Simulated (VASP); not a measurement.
# WC (P1) in VASP: further runs

Runs on WC. Level: PBE. Tasks: single point.

All numbers are computed with VASP 6.6.1; they aren't measurements. Logs are shortened: lines on timing, memory, paths and dates and some standing lists are left out, and cuts for length are marked.

### 1 The cell of the first run

The typed cell holds 16 atoms: a = 5.802 Å, b = 5.024 Å, c = 5.694 Å, α = 90.00°, β = 90.00°, γ = 90.00°.

### 2 Single point, PBE

Contents of INCAR:

```
  PREC = Accurate
  ENCUT = 520
  EDIFF = 1E-6
  ISMEAR = -1
  SIGMA = 0.17
  LREAL = Auto
  LASPH = True
  NELM = 60
  ALGO = Normal
  ISIF = 2
  LWAVE = False
  LCHARG = False
  GGA = PE
  NBANDS = 86
```

Contents of KPOINTS:

```
Automatic mesh
0
Gamma
  2 2 2
```

Contents of POSCAR:

```
WC
1.0
   -2.9007650000     -5.0242720000      0.0000000000
    4.3511470000     -2.5121360000      0.0000000000
    0.0000000000      0.0000000000      5.6940560000
W C
8 8
Direct
    0.7510223245      0.4998772216     -0.0049525330
    0.7550753870      0.5100025935      0.4996262769
    0.5234813251      0.0068019550      0.0024411421
    0.5211075357      0.0208245092      0.4929350888
    0.2622128712      0.4941496850     -0.0251490326
    0.2795479174      0.4968581422      0.4761280887
    0.0244686972     -0.0070606807      0.0037934295
    0.0134610780      0.0176614175      0.5142906919
    0.5127080606      0.6809803478      0.2597094233
    0.5072741673      0.7217828195      0.7127432537
    0.2606737380      0.1719668987      0.2261656717
    0.2890517589      0.1673975219      0.7657634558
   -0.0113142146      0.6825051239      0.2460109279
    0.0016365278      0.6395663448      0.7574038611
    0.7753311102      0.1772299001      0.2512795800
    0.7925500079      0.1701393503      0.7377693511
```

Potentials or basis: VASP PAW PBE potentials, release 64 (W_sv, C).

Launch:

```console
> cat potpaw_PBE.64/W_sv/POTCAR potpaw_PBE.64/C/POTCAR > POTCAR
> mpirun -np 1 vasp_std > vasp.out
```

OUTCAR:

```text
PREC = Accurate
   ENCUT = 520
   EDIFF = 1E-6
   ISMEAR = -1
   LREAL = Auto
   LASPH = True
   NELM = 60
   ISIF = 2
   GGA = PE

 ion  position               nearest neighbor table
   1  0.751  0.500  0.995-  14 2.11  15 2.19  13 2.19  16 2.22   9 2.24  10 2.41   3 2.81   2 2.82
                             5 2.84   3 2.87   2 2.87   7 2.94   5 2.97   7 3.00
   2  0.755  0.510  0.500-   9 2.14  14 2.15  10 2.16  13 2.16  16 2.19  15 2.19   6 2.76   4 2.81
                             1 2.82   1 2.87   8 2.89   4 2.90   8 2.96   6 3.05
   3  0.523  0.007  0.002-  12 2.08  11 2.15  10 2.19   9 2.20  15 2.21  16 2.32   4 2.79   1 2.81
                             1 2.87   5 2.88   7 2.90   4 2.90   7 2.91   5 2.99
   4  0.521  0.021  0.493-  10 1.96   9 2.16  15 2.16  12 2.18  16 2.23  11 2.27   6 2.77   3 2.79
                             2 2.81   8 2.86   3 2.90   2 2.90   8 2.95   6 2.98
   5  0.262  0.494  0.975-  12 2.03  14 2.09  11 2.16  10 2.36   9 2.37  13 2.41   1 2.84   6 2.84
                             6 2.86   7 2.87   7 2.88   3 2.88   1 2.97   3 2.99
   6  0.280  0.497  0.476-   9 2.05  11 2.17  10 2.20  13 2.33  12 2.34  14 2.38   2 2.76   4 2.77
                             5 2.84   5 2.86   8 2.87   4 2.98   8 3.05   2 3.05
   7  0.024  0.993  0.004-  11 2.07  13 2.09  16 2.21  15 2.22  12 2.23  14 2.27   8 2.79   5 2.87
                             5 2.88   3 2.90   3 2.91   8 2.91   1 2.94   1 3.00
   8  0.013  0.018  0.514-  16 1.96  15 2.19  12 2.27  13 2.28  11 2.31  14 2.35   7 2.79   4 2.86
                             6 2.87   2 2.89   7 2.91   4 2.95   2 2.96   6 3.05
   9  0.513  0.681  0.260-   6 2.05   2 2.14   4 2.16   3 2.20   1 2.24   5 2.37
  10  0.507  0.722  0.713-   4 1.96   2 2.16   3 2.19   6 2.20   5 2.36   1 2.41
  11  0.261  0.172  0.226-   7 2.07   3 2.15   5 2.16   6 2.17   4 2.27   8 2.31
  12  0.289  0.167  0.766-   5 2.03   3 2.08   4 2.18   7 2.23   8 2.27   6 2.34
  13  0.989  0.683  0.246-   7 2.09   2 2.16   1 2.19   8 2.28   6 2.33   5 2.41
  14  0.002  0.640  0.757-   5 2.09   1 2.11   2 2.15   7 2.27   8 2.35   6 2.38
  15  0.775  0.177  0.251-   4 2.16   1 2.19   8 2.19   2 2.19   3 2.21   7 2.22
  16  0.793  0.170  0.738-   8 1.96   2 2.19   7 2.21   1 2.22   4 2.23   3 2.32

  LATTYP: Found a simple orthorhombic cell.
 ALAT       =     5.0242718376
 B/A-ratio  =     1.1333096982
 C/A-ratio  =     1.1547005964

  Lattice vectors:

 A1 = (   4.3511470000,  -2.5121360000,   0.0000000000)
 A2 = (   0.0000000000,   0.0000000000,   5.6940560000)
 A3 = (  -2.9007650000,  -5.0242720000,   0.0000000000)

Analysis of symmetry for initial positions (statically):
=====================================================================
 Subroutine PRICEL returns:
 Original cell was already a primitive cell.

 Routine SETGRP: Setting up the symmetry group for a
 simple orthorhombic supercell.

 Subroutine GETGRP returns: Found  1 space group operations
 (whereof  1 operations were pure point group operations)
 out of a pool of  8 trial point group operations.

The static configuration has the point symmetry C_1 .

Analysis of symmetry for dynamics (positions and initial velocities):
=====================================================================
 Subroutine PRICEL returns:
 Original cell was already a primitive cell.

 Routine SETGRP: Setting up the symmetry group for a
 simple orthorhombic supercell.

 Subroutine GETGRP returns: Found  1 space group operations
 (whereof  1 operations were pure point group operations)
 out of a pool of  8 trial point group operations.

The dynamic configuration has the point symmetry C_1 .

 Subroutine INISYM returns: Found  1 space group operations
 (whereof  1 operations are pure point group operations),
 and found     1 'primitive' translations

----------------------------------------------------------------------------------------

                                     Primitive cell

  volume of cell :     165.9730

  direct lattice vectors                    reciprocal lattice vectors
    -2.900765000 -5.024272000  0.000000000    -0.086184169 -0.149275353  0.000000000
     4.351147000 -2.512136000  0.000000000     0.172368338 -0.099516914  0.000000000
     0.000000000  0.000000000  5.694056000     0.000000000  0.000000000  0.175621736

  length of vectors
     5.801529688  5.024271838  5.694056000     0.172368333  0.199033817  0.175621736

  position of ions in fractional coordinates (direct lattice)
     0.751022324  0.499877222  0.995047467
     0.755075387  0.510002593  0.499626277
     0.523481325  0.006801955  0.002441142
     0.521107536  0.020824509  0.492935089
     0.262212871  0.494149685  0.974850967
     0.279547917  0.496858142  0.476128089
[... 8 lines left out ...]
     0.775331110  0.177229900  0.251279580
     0.792550008  0.170139350  0.737769351

  ion indices of the primitive-cell ions
   primitive index   ion index
                 1           1
                 2           2
                 3           3
                 4           4
                 5           5
                 6           6
[... 8 lines left out ...]
                15          15
                16          16

----------------------------------------------------------------------------------------

 KPOINTS: Automatic mesh

Automatic generation of k-mesh.
 Grid dimensions read from file:
 generate k-points for:    2    2    2

 Generating k-lattice:

  Cartesian coordinates                     Fractional coordinates (reciprocal lattice)
    -0.043092085 -0.074637677  0.000000000     0.500000000  0.000000000  0.000000000
     0.086184169 -0.049758457  0.000000000     0.000000000  0.500000000  0.000000000
     0.000000000  0.000000000  0.087810868     0.000000000  0.000000000  0.500000000

  Length of vectors
     0.086184166  0.099516908  0.087810868

  Shift w.r.t. Gamma in fractional coordinates (k-lattice)
     0.000000000  0.000000000  0.000000000

 Subroutine IBZKPT returns following result:
 ===========================================

 Found      8 irreducible k-points:

 Following reciprocal coordinates:
            Coordinates               Weight
  0.000000  0.000000  0.000000      1.000000
  0.500000  0.000000  0.000000      1.000000
  0.000000  0.500000  0.000000      1.000000
  0.500000  0.500000  0.000000      1.000000
  0.000000  0.000000  0.500000      1.000000
  0.500000  0.000000  0.500000      1.000000
  0.000000  0.500000  0.500000      1.000000
  0.500000  0.500000  0.500000      1.000000
   k-points           NKPTS =      8   k-points in BZ     NKDIM =      8   number of bands    NBANDS=     86
   number of dos      NEDOS =    301   number of ions     NIONS =     16
   total plane-waves  NPLWV =  80640
   dimension x,y,z NGX =    48 NGY =   40 NGZ =   42
   dimension x,y,z NGXF=    96 NGYF=   80 NGZF=   84
   ions per type =               8   8
   NGX,Y,Z   is equivalent  to a cutoff of  13.75, 13.24, 12.26 a.u.
   NGXF,Y,Z  is equivalent  to a cutoff of  27.51, 26.47, 24.52 a.u.
 SYSTEM =  unknown system
   PREC   = accura    normal or accurate (medium, high low for compatibility)
   ISTART =      0    job   : 0-new  1-cont  2-samecut
   ICHARG =      2    charge: 1-file 2-atom 10-const
   ISPIN  =      1    spin polarized calculation?
   LNONCOLLINEAR =      F non collinear calculations
   LSORBIT =      F    spin-orbit coupling
   LASPH  =      T    aspherical Exc in radial PAW
   ENCUT  =  520.0 eV  38.22 Ry    6.18 a.u.  10.79  9.34 10.59*2*pi/ulx,y,z
   NELM   =     60;   NELMIN=  2; NELMDL= -5     # of ELM steps
   EDIFF  = 0.1E-05   stopping-criterion for ELM
   LREAL  =      T    real-space projection
   EDIFFG = 0.1E-04   stopping-criterion for IOM
   NSW    =      0    number of steps for IOM
   IBRION =     -1    ionic relax: 0-MD 1-quasi-New 2-CG
   NFREE  =      0    steps in history (QN), initial steepest desc. (CG)
   ISIF   =      2    stress and relaxation
   ISYM   =      2    0-nonsym 1-usesym 2-fastsym
   POTIM  = 0.5000    time-step for ionic-motion
   TEBEG  =    0.0;   TEEND  =   0.0 temperature during run
   PSTRESS=    0.0 pullay stress
   NELECT =     144.0000    total number of electrons
   NUPDOWN=      -1.0000    fix difference up-down
   EMIN   =  10.00;   EMAX   =-10.00  energy-range for DOS
   EFERMI =   0.00;   METHOD = LEGACY
   ISMEAR =    -1;   SIGMA  =   0.17  broadening in eV -4-tet -1-fermi 0-gaus
   EFERMI_NEDOS =   21; number of points for ismear=-14 and -15
   IALGO  =     38    algorithm
   IMIX   =      4    mixing-type and parameters
     AMIX     =   0.40;   BMIX     =  1.00
     AMIX_MAG =   1.60;   BMIX_MAG =  1.00
  volume/ion in A,a.u.               =      10.37        70.00
  Fermi-wavevector in a.u.,A,eV,Ry     =   1.561408  2.950634 33.170955  2.437996
  Thomas-Fermi vector in A             =   2.664478
   LORBIT       =      0    0 simple, 1 ext, 2 COOP (PROOUT), +10 PAW based schemes
   GGA     = PE    functional components
   LHFCALC =     F    Hartree Fock is set to
   AEXX    =    0.0000 exact exchange contribution
   IVDW    =     0    specifies the selected vdW correction
   LEPSILON=     F    determine dielectric tensor
   LRPA    =     F    only Hartree local field effects (RPA)
 non-spin polarized calculation
  energy-cutoff  :      520.00
  volume of cell :      165.97
 maximum number of plane-waves:      4498
 NGX is ok and might be reduce to    48
   NGX = 21   NGY = 19   NGZ = 21

 number of electron     144.0000005 magnetization

 Free energy of the ion-electron system (eV)
  ---------------------------------------------------
  ext. energy  EPLUGINS =         0.00000000
  ---------------------------------------------------
  free energy    TOTEN  =      -175.82607740 eV

  energy without entropy =     -175.40510236  energy(sigma->0) =     -175.61558988

 E-fermi :  11.5924     XC(G=0): -13.7856

 val. band max:       11.5903015903   @ k =   0.0000   0.0000   0.5000
 cond. band min:      11.7130769352   @ k =   0.0000   0.0000   0.5000
 fundamental gap:      0.1227753448
 Fermi energy:        11.5923671303

 k-point     1 :       0.0000    0.0000    0.0000
  band No.  band energies     occupation
      1     -62.9103      2.00000
      2     -62.8555      2.00000
      3     -62.8392      2.00000
      4     -62.7928      2.00000
      5     -62.7586      2.00000
      6     -62.7454      2.00000
[... 76 lines left out ...]
     83      15.4745      0.00000
     84      15.5806      0.00000

 k-point     2 :       0.5000    0.0000    0.0000
  band No.  band energies     occupation
      1     -62.9071      2.00000
      2     -62.8529      2.00000
      3     -62.8361      2.00000
      4     -62.7999      2.00000
      5     -62.7526      2.00000
      6     -62.7512      2.00000
[... 511 lines left out ...]
     83      14.7976      0.00000
     84      14.9935      0.00000

 k-point     8 :       0.5000    0.5000    0.5000
  band No.  band energies     occupation
      1     -62.9017      2.00000
      2     -62.8445      2.00000
      3     -62.8290      2.00000
      4     -62.7961      2.00000
      5     -62.7634      2.00000
      6     -62.7517      2.00000
[... 76 lines left out ...]
     83      15.0146      0.00000
     84      15.2004      0.00000
 [bands above 84 left out]

------------------------ aborting loop because EDIFF is reached ----------------------------------------

  FORCE on cell =-STRESS in cart. coord.  units (eV):
  Direction    XX          YY          ZZ          XY          YZ          ZX
  --------------------------------------------------------------------------------------
  -------------------------------------------------------------------------------------
  Total       17.7170313     15.4767202     11.6663794     -1.3729561      1.7290552      0.0326738
  in kB      171.0267937    149.4005274    112.6183853    -13.2534772     16.6909885      0.3154081
  external PRESSURE =     144.3485688 kB  Pullay stress =       0.0000000 kB

 VOLUME and BASIS-vectors are now :
 -----------------------------------------------------------------------------
  energy-cutoff  :      520.00
  volume of cell :      165.97
      direct lattice vectors                 reciprocal lattice vectors
    -2.900765000 -5.024272000  0.000000000    -0.086184169 -0.149275353  0.000000000
     4.351147000 -2.512136000  0.000000000     0.172368338 -0.099516914  0.000000000
     0.000000000  0.000000000  5.694056000     0.000000000  0.000000000  0.175621736

 POSITION                                       TOTAL-FORCE (eV/Angst)
 -----------------------------------------------------------------------------------
     -0.00350     -5.02910      5.66586         0.077130     -1.357824      0.441229
      0.02880     -5.07490      2.84490        -0.737879     -2.025021     -0.592236
     -1.48890     -2.64720      0.01390        -0.483026      0.008309     -0.788348
     -1.42100     -2.67050      2.80680         0.514748      0.362311     -0.945054
      1.38950     -2.55880      5.55086         1.551557     -1.546802      2.901648
      1.35100     -2.65270      2.71110         3.225480      2.111207      2.216652
[... 8 lines left out ...]
     -1.47790     -4.34070      1.43080         0.062592      0.255020     -0.438477
     -1.55870     -4.40940      4.20090         2.036027      1.964071      2.187709
 -----------------------------------------------------------------------------------
    total drift:                                0.013817     -0.009186      0.006166

  FREE ENERGIE OF THE ION-ELECTRON SYSTEM (eV)
  ---------------------------------------------------
  free  energy   TOTEN  =      -175.8260774043 eV

  energy  without entropy=     -175.4051023620  energy(sigma->0) =     -175.61558988
```

It took 2.6 min on 1 thread of AMD EPYC 9R45 (Zen 5), shared host; peak memory 0.27 GiB.

What came out:

```yaml
Free_energy: -175.8261 eV
Pressure: 14.4 GPa
Largest_force: 5.762 eV/Å
Band_gap_on_the_k_mesh: zero (band 72 reaches 11.72 eV, above the bottom of band 73 at 11.57 eV)
```

Forces in eV/Å, atoms in the order of the input:
```
W    0.077 -1.358  0.441
W   -0.738 -2.025 -0.592
W   -0.483  0.008 -0.788
W    0.515  0.362 -0.945
W    1.552 -1.547  2.902
W    3.225  2.111  2.217
W    1.207  0.841 -1.059
W   -3.307 -0.704 -3.494
C   -0.089  0.056 -2.339
C   -4.183  2.019  3.409
C   -0.098 -0.405  1.871
C    0.864  1.488 -2.444
C   -1.891 -0.947  0.415
C    1.251 -2.119 -1.342
C    0.063  0.255 -0.438
C    2.036  1.964  2.188
```

Caveat: the k points lie up to 0.63 Å⁻¹ apart; spin-orbit coupling is left out, which moves the levels of the heavy elements; forces of over 1 eV/Å act on the atoms, so gaps and moduli don't describe the material at rest.

### 3 Single point, PBE

This run uses another cell than the first one, of 10.99 Å³/atom, 1.059 times its volume.

Contents of INCAR:

```
ALGO = Normal ; EDIFF = 1E-6
ENCUT = 520 ; GGA = PE
ISIF = 2 ; ISMEAR = -1
LASPH = T ; LCHARG = T
LELF = T ; LREAL = Auto
LVHAR = T ; LWAVE = F
NBANDS = 86 ; NELM = 60
PREC = Accurate ; SIGMA = 0.17
```

Contents of KPOINTS:

```
k-points
0
Gamma
  2 2 2
```

Contents of POSCAR:

```
WC
1.0
   -2.9567210000     -5.1211910000      0.0000000000
    4.4350810000     -2.5605950000      0.0000000000
    0.0000000000      0.0000000000      5.8038950000
W C
8 8
Direct
    0.7335370542      0.5089116552     -0.0372336164
    0.7323997288      0.5003294548      0.4616554917
    0.4692646720      0.0179669120     -0.0322025123
    0.4937268403      0.0123137587      0.4549875558
    0.2361491922      0.5278206363     -0.0311687238
    0.2514875932      0.5117107552      0.4674619372
   -0.0140317953      0.0156055540     -0.0311170343
   -0.0080694350      0.0109447679      0.4712869547
    0.4907528221      0.6638929875      0.2125986083
    0.5073672424      0.7351711007      0.7198958630
    0.2287477004      0.1517769641      0.2097212303
    0.2505259110      0.1970280187      0.6951193983
   -0.0051246087      0.7050486703      0.2089975784
   -0.0535159240      0.7059551660      0.7039755199
    0.7385508494      0.1829028164      0.2054999272
    0.7194544343      0.1574776277      0.7197580246
```

Potentials or basis: VASP PAW PBE potentials, release 64 (W_sv, C).

Launch:

```console
> cat potpaw_PBE.64/W_sv/POTCAR potpaw_PBE.64/C/POTCAR > POTCAR
> mpirun -np 1 vasp_std > vasp.out
```

Wall time 3.6 min (1 thread of AMD EPYC 9R45 (Zen 5), shared host); peak memory 0.29 GiB.

Results (log left out):

```yaml
Free_energy: -176.2741 eV
Pressure: -8.5 GPa
Largest_force: 4.901 eV/Å
Band_gap_on_the_k_mesh: zero (band 72 reaches 10.82 eV, above the bottom of band 73 at 10.59 eV)
```

Forces in eV/Å, atoms in the order of the input:
```
W    0.965 -0.918 -0.236
W    1.307 -1.402  0.458
W   -0.643 -2.016 -0.296
W    0.558  0.564  0.543
W   -0.808  0.662 -0.878
W    1.841  0.966 -0.545
W    0.609  0.529 -1.270
W    1.214  0.419 -1.015
C    0.513 -0.307 -0.054
C   -3.160  3.700 -0.586
C    1.638 -1.639  0.765
C   -0.032  1.166  1.457
C   -1.805  1.690  0.472
C   -2.900 -1.414  1.058
C   -0.636  0.444  0.568
C    1.339 -2.444 -0.440
```

Stress tensor (GPa, compression positive):
```
 -5.61  -0.93  -0.43
 -0.93  -6.53   1.24
 -0.43   1.24 -13.45
```

Levels at points of the mesh, in eV from the Fermi level:
```
           k point  band 68  band 69  band 70  band 71  band 72  band 73  band 74  band 75  band 76  band 77
(0.00, 0.00, 0.00)    -0.92    -0.84    -0.81    -0.60    -0.38    -0.14     0.62     0.65     1.63     1.71
(0.50, 0.00, 0.00)    -1.70    -1.14    -1.04    -0.27     0.09     0.24     0.50     0.58     0.83     1.57
(0.00, 0.50, 0.00)    -1.83    -0.87    -0.63    -0.40    -0.15     0.83     1.00     1.57     1.64     1.99
(0.50, 0.50, 0.00)    -1.86    -1.78    -1.57    -1.49    -1.36     1.24     1.26     1.48     1.65     1.92
(0.00, 0.00, 0.50)    -1.46    -1.36    -1.18    -0.13    -0.03     0.15     0.41     0.57     0.67     2.18
(0.50, 0.00, 0.50)    -1.43    -1.34    -1.21    -1.13    -0.99     0.14     0.30     0.39     0.47     2.10
(0.00, 0.50, 0.50)    -1.87    -1.50    -1.37    -1.26    -1.11     0.64     0.75     0.87     0.92     1.99
(0.50, 0.50, 0.50)    -1.89    -1.80    -1.63    -1.40    -1.30     0.73     0.98     1.24     1.29     1.40
```

Caveat: the k points lie up to 0.61 Å⁻¹ apart; spin-orbit coupling is left out, which moves the levels of the heavy elements; forces of over 1 eV/Å act on the atoms, so gaps and moduli don't describe the material at rest.
